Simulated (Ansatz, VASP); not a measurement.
Two plane-wave programs on BaIr3

```
Ba Ir
1.0
     4.31738    0.00000    0.00000
     0.00000    4.31738    0.00000
     0.00000    0.00000    4.31738
Ba Ir
1 3
Direct
  0.00000 0.00000 0.00000
  0.00000 0.50000 0.50000
  0.50000 0.50000 0.00000
  0.50000 0.00000 0.50000
```

Alike in both runs: task single point; functional PBE; k mesh 8 × 8 × 8; occupations gaussian, width 0.05 eV; no spin polarisation.

```csv
,VASP,Ansatz
version,VASP 6.6.1,Ansatz 0.2.0
potentials or method,"VASP PAW PBE potentials, release 64 (Ba_sv, Ir_sv_GW), cutoff 500 eV","scalar-relativistic, plane waves, PAW"
valence electrons in the cell,61,61
```

```tsv
	VASP	Ansatz	Ansatz less VASP
gap on the k mesh at the Fermi level (eV)	none	none	-
pressure (GPa)	-6.8	-7.7	-0.98
```

A gap of «none» marks a metal or a gap that the smearing closes. With one functional, cell and mesh, what is left measures potentials, basis and numerics.

Spin-orbit coupling is off throughout.
